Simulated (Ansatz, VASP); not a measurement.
# PtSeS4: VASP beside Ansatz

```
CELL_PARAMETERS angstrom
-2.88962 2.88962 5.50706
2.88962 -2.88962 5.50706
2.88962 2.88962 -5.50706
ATOMIC_POSITIONS crystal
Pt 0.50000 0.50000 0.00000
Se 0.00000 0.00000 0.00000
S 0.16181 0.16181 0.52175
S 0.83819 0.35994 0.00000
S 0.35994 0.83819 0.00000
S 0.64006 0.64006 0.47825
```

Change from the starting cell: species swapped into the NaClO4 type (I-42m, No. 121).

Alike in both runs: functional PBE; k mesh 10 × 10 × 10; occupations gaussian, width 0.1 eV; no spin polarisation.

Ansatz relaxed the structure, and its values are those at the end. VASP's run is a single point on that final structure, the one shown.

|  | VASP | Ansatz |
| --- | --- | --- |
| version | VASP 6.6.1 | Ansatz 0.2.0 |
| potentials or method | VASP PAW PBE potentials, release 64 (Pt, Se, S), cutoff 520 eV | scalar-relativistic, plane waves, PAW |
| valence electrons in the cell | 40 | 58 |

```csv
,VASP,Ansatz,Ansatz less VASP
gap on the k mesh at the Fermi level (eV),none,none,-
pressure (GPa),-0.1,0.0,+0.13
rms of the force components (eV/Å),0.013,0.005,-0.0086
```

A gap of «none» marks a metal or a gap that the smearing closes. VASP's potentials hold 40 valence electrons a cell and Ansatz's 58, so a difference there can come from the potentials and not from the codes.

Spin-orbit coupling is off throughout.
